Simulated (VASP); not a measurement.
Input of a VASP 6.6.1 run:

Contents of INCAR:

```
SYSTEM = C
  PREC = Accurate
  ENCUT = 520
  EDIFF = 1E-6
  ISMEAR = 0
  SIGMA = 0.1
  LREAL = .FALSE.
  LASPH = .TRUE.
  NELM = 100
  ALGO = Normal
  ISIF = 2
  LWAVE = .FALSE.
  LCHARG = .FALSE.
  LDIPOL = .TRUE.
  IDIPOL = 3
  DIPOL = 0.5 0.5 0.500
  GGA = PE
  IVDW = 12
  NBANDS = 11
```

The input KPOINTS:

```
regular mesh
0
G
  21 21 1
  0 0 0
```

POSCAR

```
C
1.0
    2.3760000000      0.0000000000      0.0000000000
   -1.1880000000      2.0576763594      0.0000000000
    0.0000000000      0.0000000000     26.0024170307
C
2
Direct
    0.6666666667      0.3333333333      0.5137294929
    0.3333333333      0.6666666667      0.4862705071
```

Potentials or basis: VASP PAW PBE potentials, release 64 (C).

The run is started by

```bash
$ cat potpaw_PBE.64/C/POTCAR > POTCAR
$ mpirun -np 1 vasp_std > vasp.out
```

Problem. What does it give for the band gap on the k mesh?

Solution. Zero (bands 4 and 5 overlap by 1.46 eV).

Problem. Estimate the largest force.

Solution. 10.285 eV/Å.

Forces in eV/Å, atoms in the order of the input:
```
C     0.000   0.000 -10.285
C     0.000   0.000  10.285
```
